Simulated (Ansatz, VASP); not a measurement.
TePb: VASP beside Ansatz

INCAR

```
PREC     = Accurate       # precision mode
ENCUT    = 520            # plane-wave cutoff, eV
EDIFF    = 1E-6           # SCF threshold, eV
ISMEAR   = -1             # smearing method
SIGMA    = 0.1            # smearing width, eV
LREAL    = False          # projectors in reciprocal space
LASPH    = True           # aspherical terms in the spheres
NELM     = 80             # most SCF steps
ALGO     = Normal         # electronic algorithm
ISIF     = 2              # what is computed and relaxed
LWAVE    = False          # write WAVECAR
LCHARG   = True           # write CHGCAR
GGA      = PS             # functional
LELF     = True           # ELF
LVHAR    = True         
NBANDS   = 17             # bands
```

KPOINTS

```
Automatic mesh
0
Gamma
  11 11 11
```

File POSCAR:

```
TePb
1.0
    0.0000000000      3.2281702308      3.2281702308
    3.2281702308      0.0000000000      3.2281702308
    3.2281702308      3.2281702308      0.0000000000
Pb Te
1 1
Direct
    0.0000000000      0.0000000000      0.0000000000
    0.2500000000      0.2500000000      0.2500000000
```

Input for Ansatz:

```yaml
crystal:
  lattice:
    - [0.0, 3.2281702308, 3.2281702308]
    - [3.2281702308, 0.0, 3.2281702308]
    - [3.2281702308, 3.2281702308, 0.0]
  atoms:
    - { symbol: Pb, position: [0.0, 0.0, 0.0] }
    - { symbol: Te, position: [0.25, 0.25, 0.25] }
kpoints:
  mp_grid: { grid: [11, 11, 11] }
scf:
  occupations: { method: fermi_dirac, width: 0.1 }
hamiltonian:
  xc: pbesol
  pseudopotentials: { kind: paw }
output:
  forces: true
  stress: true
  eigenvalues: true
  populations: true
```

Change from the starting cell: volume scaled by 0.72, PAW files.

Alike in both runs: task single point; functional PBEsol; k mesh 11 × 11 × 11; occupations fermi-dirac, width 0.1 eV; no spin polarisation.

```csv
,VASP,Ansatz
version,VASP 6.6.1,Ansatz 0.2.0
potentials or method,"VASP PAW PBE potentials, release 64 (Pb_d, Te)","PAW with Ansatz's default frozen-core files, scalar-relativistic"
plane-wave cutoff (eV),520,420
valence electrons in the cell,20,30
```

```csv
,VASP,Ansatz,Ansatz less VASP
pressure (GPa),17.2,17.2,+0.02
```

VASP's potentials were made for PBE, not for PBEsol. With one functional, cell and mesh, what is left measures potentials, basis and numerics. VASP's potentials hold 20 valence electrons a cell and Ansatz's 30, so a difference there can come from the potentials and not from the codes.

Neither program's run includes spin-orbit coupling.
